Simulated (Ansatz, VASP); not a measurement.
Two plane-wave programs on SrTiO3

File INCAR:

```
PREC = Accurate
ENCUT = 600
EDIFF = 1E-6
ISMEAR = 0
SIGMA = 0.1
LREAL = F
LASPH = T
NELM = 120
ALGO = Normal
ISIF = 2
LWAVE = F
LCHARG = F
GGA = PS
NBANDS = 28
GGA_COMPAT = F
```

KPOINTS

```
regular mesh
0
Gamma
  4 4 6
```

POSCAR

```
SrTiO3
1.0
    4.1063487059      0.0000000000      0.0000000000
    0.0000000000      4.1063487059      0.0000000000
    0.0000000000      0.0000000000      3.7275982685
Sr O Ti
1 3 1
Direct
    0.0000000000      0.0000000000      0.0000000000
    0.5000000000      0.5000000000      0.0000000000
    0.0000000000      0.5000000000      0.5000000000
    0.5000000000      0.0000000000      0.5000000000
    0.5000000000      0.5000000000      0.5000000000
```

Input for Ansatz:

```yaml
crystal:
  lattice:
    - [4.1063487059, 0.0, 0.0]
    - [0.0, 4.1063487059, 0.0]
    - [0.0, 0.0, 3.7275982685]
  atoms:
    - { symbol: Sr, position: [0.0, 0.0, 0.0] }
    - { symbol: O, position: [0.5, 0.5, 0.0] }
    - { symbol: Ti, position: [0.5, 0.5, 0.5] }
    - { symbol: O, position: [0.0, 0.5, 0.5] }
    - { symbol: O, position: [0.5, 0.0, 0.5] }
basis:
  ecutwfc: 420
kpoints:
  mp_grid: { grid: [4, 4, 6] }
hamiltonian:
  xc: pbesol
  pseudopotentials: { kind: paw, azcp: { folder: soft_1 } }
scf:
  occupations: { method: gaussian, width: 0.1 }
output:
  forces: true
  stress: true
  eigenvalues: true
```

Alike in both runs: task single point; functional PBEsol; k mesh 4 × 4 × 6; occupations gaussian, width 0.1 eV; no spin polarisation.

```csv
,VASP,Ansatz
version,VASP 6.6.1,Ansatz 0.2.0
potentials or method,"VASP PAW PBE potentials, release 64 (Sr_sv, O, Ti_sv), cutoff 600 eV","scalar-relativistic, plane waves, PAW"
valence electrons in the cell,40,40
```

|  | VASP | Ansatz | Ansatz less VASP |
| --- | --- | --- | --- |
| gap on the k mesh at the Fermi level (eV) | 1.61 | 1.64 | +0.037 |
| least direct gap on the mesh (eV) | 1.92 | 1.94 | +0.023 |
| pressure (GPa) | -7.7 | -8.1 | -0.38 |

VASP's potentials were made for PBE, not for PBEsol, and Ansatz warns of the same on its side.
